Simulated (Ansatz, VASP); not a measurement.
Two plane-wave programs on PbI2

```
I Pb
1.0
     4.45458    0.00000    0.00000
    -2.22729    3.85778    0.00000
     0.00000    0.00000   31.28000
I Pb
2 1
Direct
  0.33333 0.66667 0.22394
  0.66667 0.33333 0.34320
  0.00000 0.00000 0.28357
```

Alike in both runs: functional LDA; k mesh 12 × 12 × 1; occupations gaussian, width 0.03 eV; no spin polarisation.

Ansatz relaxed the structure, and its values are those at the end. VASP's run is a single point on that final structure, the one shown.

```csv
,VASP,Ansatz
version,VASP 6.6.1,Ansatz 0.2.0
potentials or method,"VASP PAW LDA potentials, release 64 (I, Pb_d), cutoff 400 eV","scalar-relativistic, plane waves, PAW"
valence electrons in the cell,28,48
```

Ansatz gave:

```
gap on the k mesh at the Fermi level (eV) : 2.41
least direct gap on the mesh (eV)         : 2.81
rms of the force components (eV/Å)        : 0.000
```

What did VASP give for the same quantities?

gap on the k mesh at the Fermi level (eV): 2.39; least direct gap on the mesh (eV): 2.79; rms of the force components (eV/Å): 0.007.

Ansatz warns that its potentials were made for another functional, while VASP's fit it. LDA's correlation is that of Perdew and Zunger in VASP and of Perdew and Wang (1992) in Ansatz. VASP's potentials hold 28 valence electrons a cell and Ansatz's 48, so a difference there can come from the potentials and not from the codes. Ansatz's warnings: slab cell height set, structure snapped to symmetry, xc potential rough in thin density.

Neither program's run includes spin-orbit coupling.
